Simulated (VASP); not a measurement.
# Sn (Immm) in VASP: settings compared

The runs below take Sn through single point, with PBE, r2SCAN.

Everything below comes from runs of VASP 6.6.1. Logs are shortened: lines on timing, memory, paths and dates and some standing lists are left out, and cuts for length are marked.

## Step 1: The cell of the first run

Symmetry: Immm, No. 71, orthorhombic system. The conventional cell has a = 3.528 Å, b = 3.658 Å, c = 4.657 Å, α = 90.00°, β = 90.00°, γ = 90.00°. Within 4.5 Å of Sn (site symmetry mmm) lie 12 Sn at 3.45 to 3.66 Å.

## Step 2: Single point, PBE (strained)

Contents of INCAR:

```
PREC = Accurate
ENCUT = 520
EDIFF = 1E-6
ISMEAR = 0
SIGMA = 0.1
LREAL = F
LASPH = T
NELM = 80
ALGO = Fast
ISIF = 2
LWAVE = F
LCHARG = F
GGA = PE
NBANDS = 13
```

Contents of KPOINTS:

```
Automatic mesh
0
Gamma
  16 16 16
```

Contents of POSCAR:

```
Sn
1.0
   -1.7639358347      1.8288311655      2.3286144973
    1.7639358347     -1.8288311655      2.3286144973
    1.7639358347      1.8288311655     -2.3286144973
Sn
1
Direct
    0.0000000000      0.0000000000      0.0000000000
```

Potentials or basis: VASP PAW PBE potentials, release 64 (Sn_d).

Run with:

```
cat potpaw_PBE.64/Sn_d/POTCAR > POTCAR
mpirun -np 1 vasp_std > vasp.out
```

OUTCAR:

```text
PREC = Accurate
   ENCUT = 520
   EDIFF = 1E-6
   ISMEAR = 0
   LREAL = F
   LASPH = T
   NELM = 80
   ISIF = 2
   GGA = PE

 ion  position               nearest neighbor table
   1  0.000  0.000  0.000-

  LATTYP: Found a body centered orthorhombic cell.
 ALAT       =     3.5278716694
 B/A-ratio  =     1.0367900745
 C/A-ratio  =     1.3201242650

  Lattice vectors:

 A1 = (  -1.7639358347,   1.8288311655,   2.3286144973)
 A2 = (   1.7639358347,  -1.8288311655,   2.3286144973)
 A3 = (   1.7639358347,   1.8288311655,  -2.3286144973)

Analysis of symmetry for initial positions (statically):
=====================================================================
 Subroutine PRICEL returns:
 Original cell was already a primitive cell.

 Routine SETGRP: Setting up the symmetry group for a
 body centered orthorhombic supercell.

 Subroutine GETGRP returns: Found  8 space group operations
 (whereof  8 operations were pure point group operations)
 out of a pool of  8 trial point group operations.

The static configuration has the point symmetry D_2h.

Analysis of symmetry for dynamics (positions and initial velocities):
=====================================================================
 Subroutine PRICEL returns:
 Original cell was already a primitive cell.

 Routine SETGRP: Setting up the symmetry group for a
 body centered orthorhombic supercell.

 Subroutine GETGRP returns: Found  8 space group operations
 (whereof  8 operations were pure point group operations)
 out of a pool of  8 trial point group operations.

The dynamic configuration has the point symmetry D_2h.

 Subroutine INISYM returns: Found  8 space group operations
 (whereof  8 operations are pure point group operations),
 and found     1 'primitive' translations

----------------------------------------------------------------------------------------

                                     Primitive cell

  volume of cell :      30.0479

  direct lattice vectors                    reciprocal lattice vectors
    -1.763935835  1.828831166  2.328614497     0.000000000  0.273398665  0.214719955
     1.763935835 -1.828831166  2.328614497     0.283457023  0.000000000  0.214719955
     1.763935835  1.828831166 -2.328614497     0.283457023  0.273398665  0.000000000

  length of vectors
     3.446525575  3.446525575  3.446525575     0.347637008  0.355601663  0.393820662

  position of ions in fractional coordinates (direct lattice)
[... 79 lines left out ...]
   EDIFFG = 0.1E-04   stopping-criterion for IOM
   NSW    =      0    number of steps for IOM
   IBRION =     -1    ionic relax: 0-MD 1-quasi-New 2-CG
   NFREE  =      0    steps in history (QN), initial steepest desc. (CG)
   ISIF   =      2    stress and relaxation
   ISYM   =      2    0-nonsym 1-usesym 2-fastsym
   POTIM  = 0.5000    time-step for ionic-motion
   TEBEG  =    0.0;   TEEND  =   0.0 temperature during run
   PSTRESS=    0.0 pullay stress
   NELECT =      14.0000    total number of electrons
   NUPDOWN=      -1.0000    fix difference up-down
   EMIN   =  10.00;   EMAX   =-10.00  energy-range for DOS
   EFERMI =   0.00;   METHOD = LEGACY
   ISMEAR =     0;   SIGMA  =   0.10  broadening in eV -4-tet -1-fermi 0-gaus
   EFERMI_NEDOS =   21; number of points for ismear=-14 and -15
   IALGO  =     68    algorithm
   IMIX   =      4    mixing-type and parameters
     AMIX     =   0.40;   BMIX     =  1.00
     AMIX_MAG =   1.60;   BMIX_MAG =  1.00
  volume/ion in A,a.u.               =      30.05       202.77
  Fermi-wavevector in a.u.,A,eV,Ry     =   1.269150  2.398345 21.915461  1.610741
  Thomas-Fermi vector in A             =   2.402206
   LORBIT       =      0    0 simple, 1 ext, 2 COOP (PROOUT), +10 PAW based schemes
   GGA     = PE    functional components
   LHFCALC =     F    Hartree Fock is set to
   AEXX    =    0.0000 exact exchange contribution
   IVDW    =     0    specifies the selected vdW correction
   LEPSILON=     F    determine dielectric tensor
   LRPA    =     F    only Hartree local field effects (RPA)
 non-spin polarized calculation
 RMM-DIIS sequential band-by-band and
 Gauss-broadening in eV      SIGMA  =   0.10
  energy-cutoff  :      520.00
  volume of cell :       30.05
 maximum number of plane-waves:       827
 NGX is ok and might be reduce to    28
   NGX = 13   NGY = 13   NGZ = 13

 number of electron      14.0000001 magnetization

 Free energy of the ion-electron system (eV)
  ---------------------------------------------------
  ext. energy  EPLUGINS =         0.00000000
  ---------------------------------------------------
  free energy    TOTEN  =        -3.76653819 eV

  energy without entropy =       -3.76413194  energy(sigma->0) =       -3.76533507

 E-fermi :   6.9719     XC(G=0):  -9.9015

 val. band max:        6.9665310411   @ k =   0.1250   0.2500   0.0000
 cond. band min:       6.9881116280   @ k =  -0.0625   0.3125   0.0000
 fundamental gap:      0.0215805869
 Fermi energy:         6.9718560185

 k-point     1 :       0.0000    0.0000    0.0000
  band No.  band energies     occupation
      1     -14.5727      2.00000
      2     -14.5574      2.00000
      3     -14.5323      2.00000
      4     -14.5229      2.00000
      5     -14.4771      2.00000
      6      -3.4655      2.00000
      7      13.6272      0.00000
      8      13.7575      0.00000
      9      14.2470      0.00000
     10      17.5919      0.00000
     11      17.7562      0.00000
     12      18.4017      0.00000
     13      18.5725      0.00000
[... 354 lines left out ...]
  band No.  band energies     occupation
      1     -14.5705      2.00000
      2     -14.5492      2.00000
      3     -14.5277      2.00000
      4     -14.5218      2.00000
      5     -14.4770      2.00000
      6      -3.2117      2.00000
      7      11.8803      0.00000
      8      13.0709      0.00000
      9      13.6563      0.00000
     10      16.5404      0.00000
     11      18.4462      0.00000
     12      19.1552      0.00000
     13      19.2236      0.00000

 [... further k-points ...]
[... 5 lines left out ...]
  --------------------------------------------------------------------------------------
  -------------------------------------------------------------------------------------
  Total       -0.4779953     -0.6265031     -0.5069935     -0.0000000      0.0000000      0.0000000
  in kB      -25.4870909    -33.4056394    -27.0332958     -0.0000000      0.0000000      0.0000000
  external PRESSURE =     -28.6420087 kB  Pullay stress =       0.0000000 kB

 VOLUME and BASIS-vectors are now :
 -----------------------------------------------------------------------------
  energy-cutoff  :      520.00
  volume of cell :       30.05
      direct lattice vectors                 reciprocal lattice vectors
    -1.763935835  1.828831166  2.328614497     0.000000000  0.273398665  0.214719955
     1.763935835 -1.828831166  2.328614497     0.283457023  0.000000000  0.214719955
     1.763935835  1.828831166 -2.328614497     0.283457023  0.273398665  0.000000000

 POSITION                                       TOTAL-FORCE (eV/Angst)
 -----------------------------------------------------------------------------------
      0.00000      0.00000      0.00000         0.000000      0.000000      0.000000
 -----------------------------------------------------------------------------------
    total drift:                                0.000000     -0.000000      0.000000

  FREE ENERGIE OF THE ION-ELECTRON SYSTEM (eV)
  ---------------------------------------------------
  free  energy   TOTEN  =        -3.7665381911 eV

  energy  without entropy=       -3.7641319444  energy(sigma->0) =       -3.76533507
```

stdout:

```text
POSCAR found type information on POSCAR Sn
 POSCAR found :  1 types and       1 ions
 scaLAPACK will be used
 LDA part: xc-table for (Slater+PW92), standard interpolation
 POSCAR, INCAR and KPOINTS ok, starting setup
 FFT: planning ... GRIDC
 FFT: planning ... GRID_SOFT
 FFT: planning ... GRID
 WAVECAR not read
 entering main loop
WARNING in EDDRMM: call to ZHEGV failed, returncode =   6  3     11
WARNING in EDDRMM: call to ZHEGV failed, returncode =   6  3     11
WARNING in EDDRMM: call to ZHEGV failed, returncode =   8  4     11
WARNING in EDDRMM: call to ZHEGV failed, returncode =   6  3     10
WARNING in EDDRMM: call to ZHEGV failed, returncode =   6  3      8
WARNING in EDDRMM: call to ZHEGV failed, returncode =   6  3     11
WARNING in EDDRMM: call to ZHEGV failed, returncode =   8  4     11
```

Wall time 2.1 min (1 thread of AMD EPYC 9R45 (Zen 5), shared host); peak memory 0.3 GiB.

Results:

```yaml
Free_energy: -3.7665 eV
Pressure: -2.9 GPa
Band_gap_on_the_k_mesh: zero (band 7 reaches 13.63 eV, above the bottom of band 8 at 5.06 eV)
```

Stress tensor (GPa, compression positive):
```
-2.55  0.00  0.00
 0.00 -3.34  0.00
 0.00  0.00 -2.70
```

Caveat: the cell differs from its parent crystal (strained); spin-orbit coupling is left out, which moves the levels of the heavy elements.

## Step 3: Single point, r2SCAN (functional r2SCAN, strained)

Contents of POSCAR:

```
Sn
1.0
   -1.7256757305      1.7528199984      2.3498232592
    1.7256757305     -1.7528199984      2.3498232592
    1.7256757305      1.7528199984     -2.3498232592
Sn
1
Direct
    0.0000000000      0.0000000000      0.0000000000
```

Contents of INCAR.step1:

```
SYSTEM = Sn
PREC = Accurate ; ENCUT = 520
ISMEAR = 0 ; SIGMA = 0.1
LREAL = .False. ; LASPH = .True.
NELM = 100 ; NBANDS = 13
GGA = PE ; ALGO = Normal
EDIFF = 1E-4 ; LWAVE = .True.
LCHARG = .False.
```

Contents of INCAR.step2:

```
SYSTEM = Sn
PREC = Accurate ; ENCUT = 520
EDIFF = 1E-6 ; ISMEAR = 0
SIGMA = 0.1 ; LREAL = .False.
LASPH = .True. ; NELM = 100
ALGO = Normal ; ISIF = 2
LWAVE = .False. ; LCHARG = .True.
METAGGA = R2SCAN ; LMIXTAU = .True.
LELF = .True. ; LVHAR = .True.
NBANDS = 13 ; ISTART = 1
```

Contents of KPOINTS:

```
Automatic mesh
0
Gamma
  16 16 16
  0 0 0
```

Potentials or basis: VASP PAW PBE potentials, release 64 (Sn_d).

Run with:

```
cat potpaw_PBE.64/Sn_d/POTCAR > POTCAR
cp INCAR.step1 INCAR
mpirun -np 1 vasp_std > vasp.out
cp INCAR.step2 INCAR
mpirun -np 1 vasp_std > vasp.out
```

It took 8.2 min on 1 thread of AMD EPYC 9R45 (Zen 5), shared host; peak memory 0.31 GiB.

The run converged. Its results:

| Item | Value |
| --- | --- |
| Free energy | -24.4988 eV |
| Pressure | -1.9 GPa |
| Band gap on the k mesh | zero (band 7 reaches 15.21 eV, above the bottom of band 8 at 5.49 eV) |

Stress tensor (GPa, compression positive):
```
-1.60  0.00  0.00
 0.00 -2.16  0.00
 0.00  0.00 -2.02
```

Levels at points of the mesh, in eV from the Fermi level:
```tsv
k point	band 5	band 6	band 7	band 8	band 9	band 10
(0.00, 0.00, 0.00)	-22.19	-11.42	7.63	7.70	7.97	11.23
(0.50, 0.00, 0.00)	-22.13	-7.11	-4.72	5.56	6.24	10.30
(0.00, 0.50, 0.00)	-22.13	-6.95	-4.68	5.29	6.08	10.02
(0.50, 0.50, 0.00)	-22.10	-5.29	-3.89	2.11	2.47	6.05
(0.50, 0.50, 0.50)	-22.11	-4.61	-3.49	1.47	1.86	5.28
```

Caveat: the cell differs from its parent crystal (functional r2SCAN, strained); the PAW data sets were made with another functional, which shifts forces and pressure a little; spin-orbit coupling is left out, which moves the levels of the heavy elements.
